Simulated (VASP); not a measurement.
Wanted: the native input for a VASP 6.6.1 run.

- Task: single point
- Functional: r2SCAN
- Potentials or basis: VASP PAW PBE potentials, release 64 (Si, Ni)
- Cutoff: 520 eV
- k mesh: 12 × 12 × 10
- Occupations: gaussian, width 0.15 eV
- Spin: no spin polarisation
- Dipole correction: no
- Further INCAR settings: ALGO = Normal; EDIFF = 1e-06; NBANDS = 33

Crystal: SiNi2.

```xyz
6
Lattice="3.9856 0.0000 0.0000 -1.9928 3.4517 0.0000 0.0000 0.0000 4.7790" Properties=species:S:1:pos:R:3 pbc="T T T"
Si    0.0000    2.3011    3.5843
Si    1.9928    1.1506    1.1948
Ni    0.0000    0.0000    0.0000
Ni    0.0000    0.0000    2.3895
Ni    0.0000    2.3011    1.1948
Ni    1.9928    1.1506    3.5843
```

This cell differs from its parent crystal: strain +0.030 along x and y, -0.030 along z.

The input as run:

POSCAR

```
SiNi2
1.0
    3.9856318685      0.0000000000      0.0000000000
   -1.9928159342      3.4516584482      0.0000000000
    0.0000000000      0.0000000000      4.7790068355
Si Ni
2 4
Direct
    0.3333333333      0.6666666667      0.7500000000
    0.6666666667      0.3333333333      0.2500000000
    0.0000000000      0.0000000000      0.0000000000
    0.0000000000      0.0000000000      0.5000000000
    0.3333333333      0.6666666667      0.2500000000
    0.6666666667      0.3333333333      0.7500000000
```

INCAR.step1

```
SYSTEM = SiNi2
PREC = Accurate
ENCUT = 520
ISMEAR = 0
SIGMA = 0.15
LREAL = .False.
LASPH = .True.
NELM = 100
NBANDS = 33
GGA = PE
ALGO = Normal
EDIFF = 1E-4
LWAVE = .True.
LCHARG = .False.
```

INCAR.step2

```
SYSTEM = SiNi2
PREC = Accurate
ENCUT = 520
EDIFF = 1E-6
ISMEAR = 0
SIGMA = 0.15
LREAL = .False.
LASPH = .True.
NELM = 100
ALGO = Normal
ISIF = 2
LWAVE = .False.
LCHARG = .False.
METAGGA = R2SCAN
LMIXTAU = .True.
NBANDS = 33
ISTART = 1
```

KPOINTS

```
regular mesh
0
Gamma
  12 12 10
  0 0 0
```

Potentials or basis: VASP PAW PBE potentials, release 64 (Si, Ni).

The run is started by

```bash
$ cat potpaw_PBE.64/Si/POTCAR potpaw_PBE.64/Ni/POTCAR > POTCAR
$ cp INCAR.step1 INCAR
$ mpirun -np 1 vasp_std > vasp.out
$ cp INCAR.step2 INCAR
$ mpirun -np 1 vasp_std > vasp.out
```

It gave:

The pressure is -6.2 GPa and the band gap on the k mesh is zero (bands 24 and 25 overlap by 3.07 eV).

Caveat: the cell differs from its parent crystal (strain +0.030 along x and y, -0.030 along z); the stress differs along the axes, from -12 to 6 GPa; the PAW data sets were made with another functional, which shifts forces and pressure a little.

Wall time 15 min on 1 thread of Oxide Virtual Turin-like Processor, with other jobs on the host, peak memory 0.28 GiB.
